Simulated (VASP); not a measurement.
# Ca (Pm-3m) in VASP: further runs

The runs below take Ca through single point, with RPBE.

Everything below comes from runs of VASP 6.6.1. Logs are shortened: lines on timing, memory, paths and dates and some standing lists are left out, and cuts for length are marked.

### 1 The cell of the first run

It takes space group Pm-3m (No. 221, cubic). The conventional cell has a = 3.563 Å, b = 3.563 Å, c = 3.563 Å, α = 90.00°, β = 90.00°, γ = 90.00°. Ca (site symmetry m-3m) has 6 Ca at 3.56 Å within 4.7 Å.

This isn't the form of Ca at room conditions, which is fcc.

### 2 Single point, RPBE (45.24 Å³/atom)

Contents of INCAR:

```
SYSTEM = Ca
PREC = Accurate ; ENCUT = 520
EDIFF = 1E-7 ; ISMEAR = -1
SIGMA = 0.1 ; LREAL = .FALSE.
LASPH = .TRUE. ; NELM = 100
ALGO = Normal ; ISIF = 2
LWAVE = .FALSE. ; LCHARG = .FALSE.
GGA = RP ; NBANDS = 11
```

Contents of KPOINTS:

```
regular mesh
0
G
  10 10 10
  0 0 0
```

Contents of POSCAR:

```
Ca
1.0
    3.5631366888      0.0000000000      0.0000000000
    0.0000000000      3.5631366888      0.0000000000
    0.0000000000      0.0000000000      3.5631366888
Ca
1
Direct
    0.0000000000      0.0000000000      0.0000000000
```

Potentials or basis: VASP PAW PBE potentials, release 64 (Ca_sv).

Started as:

```
$ cat potpaw_PBE.64/Ca_sv/POTCAR > POTCAR
$ mpirun -np 1 vasp_std > vasp.out
```

OUTCAR:

```text
SYSTEM = Ca
   PREC = Accurate
   ENCUT = 520
   EDIFF = 1E-7
   ISMEAR = -1
   LREAL = .FALSE.
   LASPH = .TRUE.
   NELM = 100
   ISIF = 2
   GGA = RP

 ion  position               nearest neighbor table
   1  0.000  0.000  0.000-

  LATTYP: Found a simple cubic cell.
 ALAT       =     3.5631366888

  Lattice vectors:

 A1 = (   3.5631366888,   0.0000000000,   0.0000000000)
 A2 = (   0.0000000000,   3.5631366888,   0.0000000000)
 A3 = (   0.0000000000,   0.0000000000,   3.5631366888)

Analysis of symmetry for initial positions (statically):
=====================================================================
 Subroutine PRICEL returns:
 Original cell was already a primitive cell.

 Routine SETGRP: Setting up the symmetry group for a
 simple cubic supercell.

 Subroutine GETGRP returns: Found 48 space group operations
 (whereof 48 operations were pure point group operations)
 out of a pool of 48 trial point group operations.

The static configuration has the point symmetry O_h .

Analysis of symmetry for dynamics (positions and initial velocities):
=====================================================================
 Subroutine PRICEL returns:
 Original cell was already a primitive cell.

 Routine SETGRP: Setting up the symmetry group for a
 simple cubic supercell.

 Subroutine GETGRP returns: Found 48 space group operations
 (whereof 48 operations were pure point group operations)
 out of a pool of 48 trial point group operations.

The dynamic configuration has the point symmetry O_h .

 Subroutine INISYM returns: Found 48 space group operations
 (whereof 48 operations are pure point group operations),
 and found     1 'primitive' translations

----------------------------------------------------------------------------------------

                                     Primitive cell

  volume of cell :      45.2374

  direct lattice vectors                    reciprocal lattice vectors
     3.563136689  0.000000000  0.000000000     0.280651596  0.000000000  0.000000000
     0.000000000  3.563136689  0.000000000     0.000000000  0.280651596  0.000000000
     0.000000000  0.000000000  3.563136689     0.000000000  0.000000000  0.280651596

  length of vectors
     3.563136689  3.563136689  3.563136689     0.280651596  0.280651596  0.280651596

  position of ions in fractional coordinates (direct lattice)
     0.000000000  0.000000000  0.000000000

  ion indices of the primitive-cell ions
   primitive index   ion index
                 1           1

----------------------------------------------------------------------------------------

 KPOINTS: regular mesh

Automatic generation of k-mesh.
 Grid dimensions read from file:
 generate k-points for:   10   10   10

 Generating k-lattice:

  Cartesian coordinates                     Fractional coordinates (reciprocal lattice)
     0.028065160  0.000000000  0.000000000     0.100000000  0.000000000  0.000000000
     0.000000000  0.028065160  0.000000000     0.000000000  0.100000000  0.000000000
     0.000000000  0.000000000  0.028065160     0.000000000  0.000000000  0.100000000

  Length of vectors
     0.028065160  0.028065160  0.028065160

  Shift w.r.t. Gamma in fractional coordinates (k-lattice)
     0.000000000  0.000000000  0.000000000

 Subroutine IBZKPT returns following result:
 ===========================================

 Found     56 irreducible k-points:

 Following reciprocal coordinates:
            Coordinates               Weight
  0.000000  0.000000  0.000000      1.000000
  0.100000  0.000000  0.000000      6.000000
  0.200000  0.000000  0.000000      6.000000
  0.300000  0.000000  0.000000      6.000000
  0.400000  0.000000  0.000000      6.000000
  0.500000  0.000000  0.000000      3.000000
[... 16 lines left out ...]
  0.200000  0.100000  0.100000     24.000000
  0.300000  0.100000  0.100000     24.000000
 [... further k-points ...]
   k-points           NKPTS =     56   k-points in BZ     NKDIM =     56   number of bands    NBANDS=     11
   number of dos      NEDOS =    301   number of ions     NIONS =      1
   total plane-waves  NPLWV =  21952
   dimension x,y,z NGX =    28 NGY =   28 NGZ =   28
   dimension x,y,z NGXF=    56 NGYF=   56 NGZF=   56
   ions per type =               1
   NGX,Y,Z   is equivalent  to a cutoff of  13.06, 13.06, 13.06 a.u.
   NGXF,Y,Z  is equivalent  to a cutoff of  26.13, 26.13, 26.13 a.u.
 SYSTEM =  Ca
   PREC   = accura    normal or accurate (medium, high low for compatibility)
   ISTART =      0    job   : 0-new  1-cont  2-samecut
   ICHARG =      2    charge: 1-file 2-atom 10-const
   ISPIN  =      1    spin polarized calculation?
   LNONCOLLINEAR =      F non collinear calculations
   LSORBIT =      F    spin-orbit coupling
   LASPH  =      T    aspherical Exc in radial PAW
   ENCUT  =  520.0 eV  38.22 Ry    6.18 a.u.   6.63  6.63  6.63*2*pi/ulx,y,z
   NELM   =    100;   NELMIN=  2; NELMDL= -5     # of ELM steps
   EDIFF  = 0.1E-06   stopping-criterion for ELM
   LREAL  =      F    real-space projection
   EDIFFG = 0.1E-05   stopping-criterion for IOM
   NSW    =      0    number of steps for IOM
   IBRION =     -1    ionic relax: 0-MD 1-quasi-New 2-CG
   NFREE  =      0    steps in history (QN), initial steepest desc. (CG)
   ISIF   =      2    stress and relaxation
   ISYM   =      2    0-nonsym 1-usesym 2-fastsym
   POTIM  = 0.5000    time-step for ionic-motion
   TEBEG  =    0.0;   TEEND  =   0.0 temperature during run
   PSTRESS=    0.0 pullay stress
   NELECT =      10.0000    total number of electrons
   NUPDOWN=      -1.0000    fix difference up-down
   EMIN   =  10.00;   EMAX   =-10.00  energy-range for DOS
   EFERMI =   0.00;   METHOD = LEGACY
   ISMEAR =    -1;   SIGMA  =   0.10  broadening in eV -4-tet -1-fermi 0-gaus
   EFERMI_NEDOS =   21; number of points for ismear=-14 and -15
   IALGO  =     38    algorithm
   IMIX   =      4    mixing-type and parameters
     AMIX     =   0.40;   BMIX     =  1.00
     AMIX_MAG =   1.60;   BMIX_MAG =  1.00
  volume/ion in A,a.u.               =      45.24       305.28
  Fermi-wavevector in a.u.,A,eV,Ry     =   0.989864  1.870572 13.331416  0.979831
  Thomas-Fermi vector in A             =   2.121494
   LORBIT       =      0    0 simple, 1 ext, 2 COOP (PROOUT), +10 PAW based schemes
   GGA     = RP    functional components
   LHFCALC =     F    Hartree Fock is set to
   AEXX    =    0.0000 exact exchange contribution
   IVDW    =     0    specifies the selected vdW correction
   LEPSILON=     F    determine dielectric tensor
   LRPA    =     F    only Hartree local field effects (RPA)
 non-spin polarized calculation
  energy-cutoff  :      520.00
  volume of cell :       45.24
 maximum number of plane-waves:      1246
 NGX is ok and might be reduce to    28
   NGX = 13   NGY = 13   NGZ = 13

 number of electron      10.0000000 magnetization

 number of electron       9.9999999 magnetization

 Free energy of the ion-electron system (eV)
  ---------------------------------------------------
  ext. energy  EPLUGINS =         0.00000000
  ---------------------------------------------------
  free energy    TOTEN  =        -1.36476378 eV

  energy without entropy =       -1.33101761  energy(sigma->0) =       -1.34789070

 E-fermi :   1.7481     XC(G=0):  -7.3801

 val. band max:        1.7430951555   @ k =   0.5000   0.3000   0.0000
 cond. band min:       1.7722164592   @ k =   0.5000   0.3000   0.3000
 fundamental gap:      0.0291213037
 Fermi energy:         1.7481223813

 k-point     1 :       0.0000    0.0000    0.0000
  band No.  band energies     occupation
      1     -40.7070      2.00000
      2     -21.5489      2.00000
      3     -21.5489      2.00000
      4     -21.5489      2.00000
      5      -2.0458      2.00000
      6       2.6037      0.00038
      7       2.6037      0.00038
      8       5.6794      0.00000
      9       5.6794      0.00000
     10       5.6794      0.00000
     11      10.0245      0.00000

 k-point     2 :       0.1000    0.0000    0.0000
  band No.  band energies     occupation
      1     -40.7056      2.00000
      2     -21.5662      2.00000
      3     -21.5475      2.00000
      4     -21.5475      2.00000
      5      -1.9103      2.00000
      6       2.6378      0.00027
      7       2.6451      0.00025
      8       5.5338      0.00000
      9       5.5338      0.00000
     10       5.6891      0.00000
     11       9.1635      0.00000

 k-point     3 :       0.2000    0.0000    0.0000
  band No.  band energies     occupation
      1     -40.7019      2.00000
      2     -21.6111      2.00000
      3     -21.5437      2.00000
      4     -21.5437      2.00000
      5      -1.5152      2.00000
      6       2.6590      0.00022
      7       2.7576      0.00008
      8       5.2025      0.00000
      9       5.2025      0.00000
     10       5.7147      0.00000
     11       7.8828      0.00000

 k-point     4 :       0.3000    0.0000    0.0000
  band No.  band energies     occupation
      1     -40.6973      2.00000
      2     -21.6659      2.00000
      3     -21.5390      2.00000
      4     -21.5390      2.00000
      5      -0.8940      2.00000
      6       2.4352      0.00207
      7       2.9057      0.00002
      8       4.8594      0.00000
      9       4.8594      0.00000
     10       5.7467      0.00000
     11       7.0353      0.00000
[... 239 lines left out ...]
 k-point    22 :       0.1000    0.1000    0.1000
  band No.  band energies     occupation
      1     -40.7028      2.00000
      2     -21.5647      2.00000
      3     -21.5624      2.00000
      4     -21.5624      2.00000
      5      -1.6423      2.00000
      6       2.7279      0.00011
      7       2.7279      0.00011
      8       5.2989      0.00000
      9       5.4273      0.00000
     10       5.4273      0.00000
     11       9.4854      0.00000

 k-point    23 :       0.2000    0.1000    0.1000
  band No.  band energies     occupation
      1     -40.6991      2.00000
      2     -21.6078      2.00000
      3     -21.5599      2.00000
      4     -21.5585      2.00000
      5      -1.2541      2.00000
      6       2.7827      0.00006
      7       2.8448      0.00003
      8       4.9764      0.00000
      9       5.0598      0.00000
     10       5.4458      0.00000
     11       8.2854      0.00000

 k-point    24 :       0.3000    0.1000    0.1000
  band No.  band energies     occupation
      1     -40.6946      2.00000
      2     -21.6622      2.00000
      3     -21.5550      2.00000
      4     -21.5537      2.00000
      5      -0.6446      2.00000
      6       2.5722      0.00053
      7       3.0061      0.00001
      8       4.6714      0.00000
      9       4.7392      0.00000
     10       5.4913      0.00000
     11       7.3229      0.00000

 [... further k-points ...]
[... 5 lines left out ...]
  --------------------------------------------------------------------------------------
  -------------------------------------------------------------------------------------
  Total        0.0889584      0.0889584      0.0889584      0.0000000      0.0000000      0.0000000
  in kB        3.1506484      3.1506484      3.1506484      0.0000000      0.0000000      0.0000000
  external PRESSURE =       3.1506484 kB  Pullay stress =       0.0000000 kB

 VOLUME and BASIS-vectors are now :
 -----------------------------------------------------------------------------
  energy-cutoff  :      520.00
  volume of cell :       45.24
      direct lattice vectors                 reciprocal lattice vectors
     3.563136689  0.000000000  0.000000000     0.280651596  0.000000000  0.000000000
     0.000000000  3.563136689  0.000000000     0.000000000  0.280651596  0.000000000
     0.000000000  0.000000000  3.563136689     0.000000000  0.000000000  0.280651596

 POSITION                                       TOTAL-FORCE (eV/Angst)
 -----------------------------------------------------------------------------------
      0.00000      0.00000      0.00000         0.000000      0.000000      0.000000
 -----------------------------------------------------------------------------------
    total drift:                               -0.000000     -0.000000     -0.000000

  FREE ENERGIE OF THE ION-ELECTRON SYSTEM (eV)
  ---------------------------------------------------
  free  energy   TOTEN  =        -1.3647637839 eV

  energy  without entropy=       -1.3310176100  energy(sigma->0) =       -1.34789070
```

It took 24 s on 1 thread of Intel Xeon Platinum 8375C at 2.90GHz (Ice Lake), shared host; peak memory 0.17 GiB.

Results:

| Item | Value |
| --- | --- |
| Free energy | -1.3648 eV |
| Pressure | 0.3 GPa |
| Band gap on the k mesh | zero (bands 5 and 6 overlap by 1.28 eV) |

Levels at points of the mesh, in eV from the Fermi level:
| k point | band 3 | band 4 | band 5 | band 6 | band 7 | band 8 |
| --- | --- | --- | --- | --- | --- | --- |
| (0.00, 0.00, 0.00) | -23.30 | -23.30 | -3.79 | 0.86 | 0.86 | 3.93 |
| (0.50, 0.00, 0.00) | -23.28 | -23.28 | -1.19 | -0.58 | 1.34 | 2.78 |
| (0.50, 0.50, 0.00) | -23.45 | -23.27 | -0.33 | 0.90 | 2.19 | 2.19 |
| (0.50, 0.50, 0.50) | -23.43 | -23.43 | 0.70 | 0.70 | 0.70 | 4.64 |

Caveat: the PAW data sets were made with another functional, which shifts forces and pressure a little.

### 3 Single point, RPBE (47.12 Å³/atom)

This run uses another cell than the first one, of 47.12 Å³/atom.

Contents of INCAR:

```
SYSTEM = Ca
PREC = Accurate
ENCUT = 520
EDIFF = 1E-6
ISMEAR = -1
SIGMA = 0.1
LREAL = .FALSE.
LASPH = .TRUE.
NELM = 80
ALGO = Normal
ISIF = 2
LWAVE = .FALSE.
LCHARG = .FALSE.
GGA = RP
NBANDS = 11
```

Contents of KPOINTS:

```
Automatic mesh
0
G
  10 10 10
  0 0 0
```

Contents of POSCAR:

```
Ca
1.0
    3.6119528465      0.0000000000      0.0000000000
    0.0000000000      3.6119528465      0.0000000000
    0.0000000000      0.0000000000      3.6119528465
Ca
1
Direct
    0.0000000000      0.0000000000      0.0000000000
```

Potentials or basis: VASP PAW PBE potentials, release 64 (Ca_sv).

Started as:

```
$ cat potpaw_PBE.64/Ca_sv/POTCAR > POTCAR
$ mpirun -np 1 vasp_std > vasp.out
```

It took 20 s on 1 thread of Intel Xeon Platinum 8375C at 2.90GHz (Ice Lake), shared host; peak memory 0.17 GiB.

Results (log left out):

* Free energy: -1.3664 eV
* Pressure: -0.1 GPa
* Band gap on the k mesh: zero (bands 5 and 6 overlap by 1.30 eV)

Levels at points of the mesh, in eV from the Fermi level:
```
           k point  band 3  band 4  band 5  band 6  band 7  band 8
(0.00, 0.00, 0.00)  -23.38  -23.38   -3.73    0.85    0.85    3.80
(0.50, 0.00, 0.00)  -23.37  -23.37   -1.21   -0.59    1.32    2.71
(0.50, 0.50, 0.00)  -23.52  -23.35   -0.27    0.85    2.07    2.07
(0.50, 0.50, 0.50)  -23.50  -23.50    0.72    0.72    0.72    4.47
```

Caveat: the PAW data sets were made with another functional, which shifts forces and pressure a little.

The gap in the log of VASP goes by the Fermi energy; the results here count the filled bands.